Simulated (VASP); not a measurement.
# BAs (F-43m) in VASP: further runs

The runs below take BAs through vibrations by perturbation theory, elastic constants, with PBEsol.

Everything below comes from runs of VASP 6.6.1. Logs are shortened: lines on timing, memory, paths and dates and some standing lists are left out, and cuts for length are marked.

## 1. The cell of the first run

Symmetry: F-43m, No. 216, cubic system. Conventional cell: a = 4.736 Å, b = 4.736 Å, c = 4.736 Å, α = 90.00°, β = 90.00°, γ = 90.00°. B (site symmetry -43m) has 4 As at 2.05 Å within 2.7 Å. Within 2.7 Å of As (site symmetry -43m) lie 4 B at 2.05 Å.

## 2. Vibrations by perturbation theory, PBEsol

Contents of INCAR:

```
  PREC = Accurate
  ENCUT = 520
  EDIFF = 1E-8
  ISMEAR = 0
  SIGMA = 0.01
  LREAL = F
  LASPH = T
  NELM = 100
  ALGO = Normal
  ISIF = 2
  LWAVE = F
  LCHARG = T
  GGA = PS
  NBANDS = 11
  IBRION = 8
  NSW = 1
  LEPSILON = T
```

Contents of KPOINTS:

```
Automatic mesh
0
Gamma
  10 10 10
```

Contents of POSCAR:

```
BAs
1.0
    0.0000000000      2.3677792448      2.3677792448
    2.3677792448      0.0000000000      2.3677792448
    2.3677792448      2.3677792448      0.0000000000
B As
1 1
Direct
    0.0000000000      0.0000000000      0.0000000000
    0.7500000000      0.7500000000      0.7500000000
```

Potentials or basis: VASP PAW PBE potentials, release 64 (B, As).

Launch:

```bash
cat potpaw_PBE.64/B/POTCAR potpaw_PBE.64/As/POTCAR > POTCAR
mpirun -np 1 vasp_std > vasp.out
```

OUTCAR:

```text
PREC = Accurate
   ENCUT = 520
   EDIFF = 1E-8
   ISMEAR = 0
   LREAL = F
   LASPH = T
   NELM = 100
   ISIF = 2
   GGA = PS
   IBRION = 8
   NSW = 1
   LEPSILON = T

 ion  position               nearest neighbor table
   1  0.000  0.000  0.000-   2 2.05   2 2.05   2 2.05   2 2.05
   2  0.750  0.750  0.750-   1 2.05   1 2.05   1 2.05   1 2.05

  LATTYP: Found a face centered cubic cell.
 ALAT       =     4.7355584896

  Lattice vectors:

 A1 = (   0.0000000000,   2.3677792448,   2.3677792448)
 A2 = (   2.3677792448,   0.0000000000,   2.3677792448)
 A3 = (   2.3677792448,   2.3677792448,   0.0000000000)

Analysis of symmetry for initial positions (statically):
=====================================================================
 Subroutine PRICEL returns:
 Original cell was already a primitive cell.

 Routine SETGRP: Setting up the symmetry group for a
 face centered cubic supercell.

 Subroutine GETGRP returns: Found 24 space group operations
 (whereof 24 operations were pure point group operations)
 out of a pool of 48 trial point group operations.

The static configuration has the point symmetry T_d .

Analysis of symmetry for dynamics (positions and initial velocities):
=====================================================================
 Subroutine PRICEL returns:
 Original cell was already a primitive cell.

 Routine SETGRP: Setting up the symmetry group for a
 face centered cubic supercell.

 Subroutine GETGRP returns: Found 24 space group operations
 (whereof 24 operations were pure point group operations)
 out of a pool of 48 trial point group operations.

The dynamic configuration has the point symmetry T_d .

 Subroutine INISYM returns: Found 24 space group operations
 (whereof 24 operations are pure point group operations),
 and found     1 'primitive' translations

----------------------------------------------------------------------------------------

                                     Primitive cell

  volume of cell :      26.5493

  direct lattice vectors                    reciprocal lattice vectors
     0.000000000  2.367779245  2.367779245    -0.211168335  0.211168335  0.211168335
     2.367779245  0.000000000  2.367779245     0.211168335 -0.211168335  0.211168335
     2.367779245  2.367779245  0.000000000     0.211168335  0.211168335 -0.211168335

  length of vectors
     3.348545521  3.348545521  3.348545521     0.365754285  0.365754285  0.365754285

  position of ions in fractional coordinates (direct lattice)
     0.000000000  0.000000000  0.000000000
     0.750000000  0.750000000  0.750000000

  ion indices of the primitive-cell ions
   primitive index   ion index
                 1           1
                 2           2

----------------------------------------------------------------------------------------

 KPOINTS: Automatic mesh

Automatic generation of k-mesh.
 Grid dimensions read from file:
 generate k-points for:   10   10   10

 Generating k-lattice:

  Cartesian coordinates                     Fractional coordinates (reciprocal lattice)
    -0.021116833  0.021116833  0.021116833     0.100000000  0.000000000  0.000000000
[... 485 lines left out ...]
  ---------------------------------------------------
  ---------------------------------------------------
  free energy    TOTEN  =        -0.69810458 eV

  energy without entropy =       -0.69810458

------------------------ aborting loop because EDIFF is reached ----------------------------------------

--------------------------------------- Ionic step        2  -------------------------------------------

------------------------ aborting loop because EDIFF is reached ----------------------------------------

--------------------------------------- Ionic step        3  -------------------------------------------

------------------------ aborting loop because EDIFF is reached ----------------------------------------

 PIEZOELECTRIC TENSOR FIELD DIRECTION 3  (e Angst)
 -----------------------------------------------------------------------------
    -0.00043 -0.20385  0.00000           ( -0.00000 -0.09836  0.00000)
    -0.20385 -0.00043  0.00000           ( -0.09836 -0.00000  0.00000)
     0.00000  0.00000 -0.00002           (  0.00000  0.00000 -0.00000)

 PIEZOELECTRIC TENSOR FIELD DIRECTION 3  (C/m^2)
 -----------------------------------------------------------------------------
    -0.00026 -0.12302  0.00000
    -0.12302 -0.00026  0.00000
     0.00000  0.00000 -0.00001

--------------------------------------- Ionic step        4  -------------------------------------------

------------------------ aborting loop because EDIFF is reached ----------------------------------------

[... ionic steps 5 to 6 ...]

--------------------------------------- Ionic step        7  -------------------------------------------

 Free energy of the ion-electron system (eV)
  ---------------------------------------------------
  ---------------------------------------------------
  free energy    TOTEN  =        -0.03661116 eV

  energy without entropy =       -0.03661116

------------------------ aborting loop because EDIFF is reached ----------------------------------------

 INTERNAL STRAIN TENSOR  FOR ION    2  DIRECTION 1   (eV/Angst):
 -----------------------------------------------------------------------------
    -0.00867  0.00000  0.00000
     0.00000  0.00660  8.28542
     0.00000  8.28542  0.00660

 MACROSCOPIC STATIC DIELECTRIC TENSOR (including local field effects in DFT)
 ------------------------------------------------------
           9.890230     0.000000    -0.000000
           0.000000     9.890230     0.000000
          -0.000000     0.000000     9.890230
 ------------------------------------------------------

 PIEZOELECTRIC TENSOR (including local field effects)  for field in x, y, z        (e  Angst)
          XX          YY          ZZ          XY          YZ          ZX
  --------------------------------------------------------------------------------
  x    -0.00000    -0.00000     0.00000     0.00000    -0.19836     0.00000
  y     0.00000    -0.00000     0.00000     0.00000     0.00000    -0.19836
  z    -0.00000     0.00000     0.00000    -0.19836     0.00000     0.00000

 PIEZOELECTRIC TENSOR (including local field effects)  for field in x, y, z        (C/m^2)
          XX          YY          ZZ          XY          YZ          ZX
  --------------------------------------------------------------------------------
  x    -0.00000    -0.00000     0.00000     0.00000    -0.11971     0.00000
  y     0.00000    -0.00000     0.00000     0.00000     0.00000    -0.11971
  z    -0.00000     0.00000     0.00000    -0.11971     0.00000     0.00000

 BORN EFFECTIVE CHARGES (including local field effects) (in |e|, cummulative output)
 ---------------------------------------------------------------------------------
 ion    1
    1    -0.58144     0.00000     0.00000
    2    -0.00000    -0.58144     0.00000
    3    -0.00000    -0.00000    -0.58144
 ion    2
    1     0.58144    -0.00000    -0.00000
    2     0.00000     0.58144    -0.00000
    3     0.00000     0.00000     0.58144

 INTERNAL STRAIN TENSOR FOR ION    2 for displacements in x,y,z  (eV/Angst):
          X           Y           Z          XY          YZ          ZX
  --------------------------------------------------------------------------------
  x    -0.00000     0.00000     0.00000     0.00000     8.28542     0.00000
  y     0.00000     0.00000     0.00000     0.00000     0.00000     8.28542
  z     0.00000     0.00000    -0.00000     8.28542     0.00000     0.00000

 SECOND DERIVATIVES (NOT SYMMETRIZED)
 ------------------------------------
               1X          1Y          1Z          2X          2Y          2Z
  1X   -17.539166    0.000000    0.000000   17.539166    0.000000    0.000000
  1Y     0.000000  -17.539166    0.000000    0.000000   17.539166    0.000000
  1Z     0.000000    0.000000  -17.539166    0.000000    0.000000   17.539166
  2X    17.536408    0.000000    0.000000  -17.536408    0.000000    0.000000
  2Y     0.000000   17.536408    0.000000    0.000000  -17.536408    0.000000
  2Z     0.000000    0.000000   17.536408    0.000000    0.000000  -17.536408

 Eigenvectors and eigenvalues of the dynamical matrix
 ----------------------------------------------------

   1 f  =   21.300377 THz   133.834215 2PiTHz  710.504093 cm-1    88.091241 meV
             X         Y         Z           dx          dy          dz
      0.000000  0.000000  0.000000     0.000000    0.934835    0.000000
      3.551669  3.551669  3.551669     0.000000   -0.355082    0.000000
[... 21 lines left out ...]
   6 f/i=    0.000556 THz     0.003493 2PiTHz    0.018546 cm-1     0.002299 meV
             X         Y         Z           dx          dy          dz
      0.000000  0.000000  0.000000     0.000000    0.000000   -0.355082
      3.551669  3.551669  3.551669     0.000000    0.000000   -0.934835

--------------------------------------------------------------------------------------------------------

 MACROSCOPIC STATIC DIELECTRIC TENSOR IONIC CONTRIBUTION
 ------------------------------------------------------
           0.131387     0.000000     0.000000
           0.000000     0.131387     0.000000
           0.000000     0.000000     0.131387
 ------------------------------------------------------

 ELASTIC MODULI CONTR FROM IONIC RELAXATION (kBar)
 Direction    XX          YY          ZZ          XY          YZ          ZX
 --------------------------------------------------------------------------------
 XX          -0.0000     -0.0000     -0.0000      0.0000      0.0000     -0.0000
 YY          -0.0000     -0.0000      0.0000      0.0000      0.0000     -0.0000
 ZZ          -0.0000      0.0000     -0.0000      0.0000      0.0000      0.0000
 XY           0.0000      0.0000      0.0000   -246.7353     -0.0000      0.0000
 YZ           0.0000      0.0000      0.0000     -0.0000   -246.7353     -0.0000
 ZX          -0.0000     -0.0000      0.0000      0.0000     -0.0000   -246.7353
 --------------------------------------------------------------------------------

 PIEZOELECTRIC TENSOR IONIC CONTR  for field in x, y, z        (C/m^2)
          XX          YY          ZZ          XY          YZ          ZX
  --------------------------------------------------------------------------------
  x    -0.00000    -0.00000    -0.00000     0.00000     0.16942     0.00000
  y     0.00000     0.00000    -0.00000    -0.00000     0.00000     0.16942
  z    -0.00000    -0.00000    -0.00000     0.16942     0.00000     0.00000
```

Run time: 3.2 min. Hardware: 1 thread of Intel Xeon 6975P-C (Granite Rapids), shared host; peak memory 0.26 GiB.

Results:

```yaml
Electronic_dielectric_tensor_diagonal: 9.89
Born_charges_mean_of_the_diagonal: B -0.58; As +0.58 e
Highest_phonon_frequency_at_Γ_LO-TO_splitting_left_out: 711 cm⁻¹
```

Phonon frequencies in cm⁻¹ (negative: imaginary):
```
              q point        frequencies
(0.000, 0.000, 0.000)  0 0 0 711 711 711
```

Electronic dielectric tensor:
```
9.89 0.00 0.00
0.00 9.89 0.00
0.00 0.00 9.89
```

Born effective charge tensors (e):
atom 1, B
```
-0.58  0.00  0.00
 0.00 -0.58  0.00
 0.00  0.00 -0.58
```
atom 2, As
```
0.58 0.00 0.00
0.00 0.58 0.00
0.00 0.00 0.58
```

Caveat: the cell wasn't relaxed at this level first, which shifts response properties.

## 3. Vibrations by perturbation theory, PBEsol (phonons at volume x 0.98)

Contents of INCAR:

```
SYSTEM = BAs
ALGO = Normal
EDIFF = 1E-8
ENCUT = 520
GGA = PS
IBRION = 8
ISIF = 2
ISMEAR = 0
LASPH = .TRUE.
LCHARG = .FALSE.
LEPSILON = .TRUE.
LREAL = .FALSE.
LWAVE = .FALSE.
NELM = 60
NSW = 1
PREC = Accurate
SIGMA = 0.01
```

Contents of KPOINTS:

```
k-points
0
G
  10 10 10
  0 0 0
```

Contents of POSCAR:

```
BAs
1.0
    0.0000000000      2.3679378344      2.3679378344
    2.3679378344      0.0000000000      2.3679378344
    2.3679378344      2.3679378344      0.0000000000
B As
1 1
Direct
    0.0000000000      0.0000000000      0.0000000000
    0.7500000000      0.7500000000      0.7500000000
```

Potentials or basis: VASP PAW PBE potentials, release 64 (B, As).

Launch:

```bash
cat potpaw_PBE.64/B/POTCAR potpaw_PBE.64/As/POTCAR > POTCAR
mpirun -np 1 vasp_std > vasp.out
```

OUTCAR:

```text
SYSTEM = BAs
   EDIFF = 1E-8
   ENCUT = 520
   GGA = PS
   IBRION = 8
   ISIF = 2
   ISMEAR = 0
   LASPH = .TRUE.
   LEPSILON = .TRUE.
   LREAL = .FALSE.
   NELM = 60
   NSW = 1
   PREC = Accurate

 ion  position               nearest neighbor table
   1  0.000  0.000  0.000-   2 2.05   2 2.05   2 2.05   2 2.05
   2  0.750  0.750  0.750-   1 2.05   1 2.05   1 2.05   1 2.05

  LATTYP: Found a face centered cubic cell.
 ALAT       =     4.7358756688

  Lattice vectors:

 A1 = (   0.0000000000,   2.3679378344,   2.3679378344)
 A2 = (   2.3679378344,   0.0000000000,   2.3679378344)
 A3 = (   2.3679378344,   2.3679378344,   0.0000000000)

Analysis of symmetry for initial positions (statically):
=====================================================================
 Subroutine PRICEL returns:
 Original cell was already a primitive cell.

 Routine SETGRP: Setting up the symmetry group for a
 face centered cubic supercell.

 Subroutine GETGRP returns: Found 24 space group operations
 (whereof 24 operations were pure point group operations)
 out of a pool of 48 trial point group operations.

The static configuration has the point symmetry T_d .

Analysis of symmetry for dynamics (positions and initial velocities):
=====================================================================
 Subroutine PRICEL returns:
 Original cell was already a primitive cell.

 Routine SETGRP: Setting up the symmetry group for a
 face centered cubic supercell.
[... 523 lines left out ...]

 PIEZOELECTRIC TENSOR (including local field effects)  for field in x, y, z        (C/m^2)
          XX          YY          ZZ          XY          YZ          ZX
  --------------------------------------------------------------------------------
  x    -0.00000    -0.00000    -0.00000     0.00000    -0.11944     0.00000
  y    -0.00000     0.00000     0.00000     0.00000     0.00000    -0.11944
  z     0.00000     0.00000     0.00000    -0.11944     0.00000     0.00000

 BORN EFFECTIVE CHARGES (including local field effects) (in |e|, cummulative output)
 ---------------------------------------------------------------------------------
 ion    1
    1    -0.58084    -0.00000     0.00000
    2     0.00000    -0.58084    -0.00000
    3     0.00000     0.00000    -0.58084
 ion    2
    1     0.58084     0.00000    -0.00000
    2     0.00000     0.58084     0.00000
    3    -0.00000    -0.00000     0.58084

 INTERNAL STRAIN TENSOR FOR ION    2 for displacements in x,y,z  (eV/Angst):
          X           Y           Z          XY          YZ          ZX
  --------------------------------------------------------------------------------
  x     0.00000     0.00000     0.00000     0.00000     8.27648     0.00000
  y     0.00000     0.00000     0.00000     0.00000     0.00000     8.27648
  z     0.00000     0.00000     0.00000     8.27648     0.00000     0.00000

 SECOND DERIVATIVES (NOT SYMMETRIZED)
 ------------------------------------
               1X          1Y          1Z          2X          2Y          2Z
  1X   -17.532097    0.000000    0.000000   17.532097    0.000000    0.000000
  1Y     0.000000  -17.532097    0.000000    0.000000   17.532097    0.000000
  1Z     0.000000    0.000000  -17.532097    0.000000    0.000000   17.532097
  2X    17.529291    0.000000    0.000000  -17.529291    0.000000    0.000000
  2Y     0.000000   17.529291    0.000000    0.000000  -17.529291    0.000000
  2Z     0.000000    0.000000   17.529291    0.000000    0.000000  -17.529291

 Eigenvectors and eigenvalues of the dynamical matrix
 ----------------------------------------------------

   1 f  =   21.296080 THz   133.807219 2PiTHz  710.360775 cm-1    88.073472 meV
             X         Y         Z           dx          dy          dz
      0.000000  0.000000  0.000000    -0.000000   -0.000000    0.934835
      3.551907  3.551907  3.551907    -0.000000   -0.000000   -0.355082
[... 21 lines left out ...]
   6 f/i=    0.000566 THz     0.003555 2PiTHz    0.018873 cm-1     0.002340 meV
             X         Y         Z           dx          dy          dz
      0.000000  0.000000  0.000000     0.039994    0.352008   -0.023964
      3.551907  3.551907  3.551907     0.105293    0.926741   -0.063092

--------------------------------------------------------------------------------------------------------

 MACROSCOPIC STATIC DIELECTRIC TENSOR IONIC CONTRIBUTION
 ------------------------------------------------------
           0.131142     0.000000    -0.000000
           0.000000     0.131142    -0.000000
          -0.000000    -0.000000     0.131142
 ------------------------------------------------------

 ELASTIC MODULI CONTR FROM IONIC RELAXATION (kBar)
 Direction    XX          YY          ZZ          XY          YZ          ZX
 --------------------------------------------------------------------------------
 XX          -0.0000     -0.0000     -0.0000      0.0000      0.0000      0.0000
 YY          -0.0000     -0.0000     -0.0000      0.0000      0.0000      0.0000
 ZZ          -0.0000     -0.0000     -0.0000     -0.0000      0.0000      0.0000
 XY           0.0000      0.0000     -0.0000   -246.2620      0.0000     -0.0000
 YZ           0.0000      0.0000      0.0000      0.0000   -246.2620     -0.0000
 ZX           0.0000      0.0000      0.0000     -0.0000     -0.0000   -246.2620
 --------------------------------------------------------------------------------

 PIEZOELECTRIC TENSOR IONIC CONTR  for field in x, y, z        (C/m^2)
          XX          YY          ZZ          XY          YZ          ZX
  --------------------------------------------------------------------------------
  x    -0.00000    -0.00000    -0.00000    -0.00000     0.16910     0.00000
  y    -0.00000    -0.00000    -0.00000     0.00000     0.00000     0.16910
  z    -0.00000    -0.00000     0.00000     0.16910    -0.00000    -0.00000
```

It took 2.3 min on 1 thread of Intel Xeon 6975P-C (Granite Rapids), shared host; peak memory 0.24 GiB.

Results:

```yaml
Electronic_dielectric_tensor_diagonal: 9.89
Born_charges_mean_of_the_diagonal: B -0.58; As +0.58 e
Highest_phonon_frequency_at_Γ_LO-TO_splitting_left_out: 710 cm⁻¹
```

Phonon frequencies in cm⁻¹ (negative: imaginary):
```csv
q point,frequencies
"(0.000, 0.000, 0.000)",0 0 0 710 710 710
```

Electronic dielectric tensor:
```
9.89 0.00 0.00
0.00 9.89 0.00
0.00 0.00 9.89
```

Born effective charge tensors (e):
atom 1, B
```
-0.58  0.00  0.00
 0.00 -0.58  0.00
 0.00  0.00 -0.58
```
atom 2, As
```
0.58 0.00 0.00
0.00 0.58 0.00
0.00 0.00 0.58
```

Caveat: the cell differs from its parent crystal (phonons at volume x 0.98); the cell wasn't relaxed at this level first, which shifts response properties.

(Part 1 of 2 ends here.)
